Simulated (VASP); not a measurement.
Crystal: CuO.

```
CELL_PARAMETERS angstrom
2.83633 0.00000 0.00000
-1.41816 2.45633 0.00000
0.00000 0.00000 2.76811
ATOMIC_POSITIONS crystal
Cu 0.00000 0.00000 0.00000
O 0.66667 0.33333 0.50000
```

```yaml
Program: VASP 6.6.1
Task: relaxation of cell and atoms
Functional: r2SCAN
Potentials_or_basis: VASP PAW PBE potentials, release 64 (Cu, O)
Cutoff: 600 eV
k_mesh: 11 × 11 × 10
Occupations: fermi-dirac, width 0.05 eV
Spin: no spin polarisation
```

At the start: pressure -7.2 GPa; volume 9.64 Å³/atom.

Where does the relaxation end?

Over 5 steps the energy falls by 19.0 meV/atom and the volume is 9.33 Å³/atom (-3.3 %); space group P-6m2 (No. 187, to 0.1 Å) before and after.

Step by step:
```csv
step,energy change (eV),largest force (eV/Å),pressure (GPa),volume (Å³)
1,0.0000,0.0000,-7.23,19.29
2,-0.0273,0.0000,6.27,18.09
3,-0.0341,0.0000,1.65,18.44
4,-0.0379,0.0000,0.35,18.61
5,-0.0381,0.0000,-0.02,18.65
```

Final structure:
```yaml
crystal:
  lattice:
    - [2.84625, 0.00000, 0.00000]
    - [-1.42312, 2.46492, 0.00000]
    - [0.00000, 0.00000, 2.65831]
  atoms:
    - { symbol: Cu, position: [0.00000, 0.00000, 0.00000] }
    - { symbol: O, position: [0.66667, 0.33333, 0.50000] }
```

Caveat: the PAW data sets were made with another functional, which shifts forces and pressure a little; an odd number of electrons without spin polarisation forces a metal; a magnetic or distorted state may lie lower.
